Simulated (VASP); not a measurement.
Hf4C, 5 atoms in the cell. It takes space group P2/m (No. 10, monoclinic). Conventional cell: a = 5.229 Å, b = 3.265 Å, c = 5.617 Å, α = 90.00°, β = 90.25°, γ = 90.00°. Hf (site symmetry m) has 1 C at 2.27 Å within 3.0 Å. Hf (site symmetry m) has 2 C at 2.27 Å within 3.0 Å. Within 3.0 Å of C (site symmetry 2/m) lie 6 Hf at 2.27 Å. 

```yaml
Program: VASP 6.6.1
Task: single point
Functional: PBE
Potentials_or_basis: VASP PAW PBE potentials, release 64 (Hf_pv, C)
Cutoff: 520 eV
k_mesh: 3 × 5 × 3
Occupations: gaussian, width 0.2 eV
Spin: no spin polarisation
Dipole_correction: no
Further_INCAR_settings: ALGO = Normal; EDIFF = 1e-06; NBANDS = 30
```

Potentials or basis: VASP PAW PBE potentials, release 64 (Hf_pv, C).

The run is started by

```bash
$ cat potpaw_PBE.64/Hf_pv/POTCAR potpaw_PBE.64/C/POTCAR > POTCAR
$ mpirun -np 1 vasp_std > vasp.out
```

Hardware: 1 thread of Intel(R) Xeon(R) Platinum 8488C (Sapphire Rapids), on a shared host.

Problem. How long does it take, and how much memory?

Solution. Wall time 44 s on 1 thread of Intel(R) Xeon(R) Platinum 8488C (Sapphire Rapids), on a shared host, peak memory 0.2 GiB. Counts: scf iterations 15, k points 15.
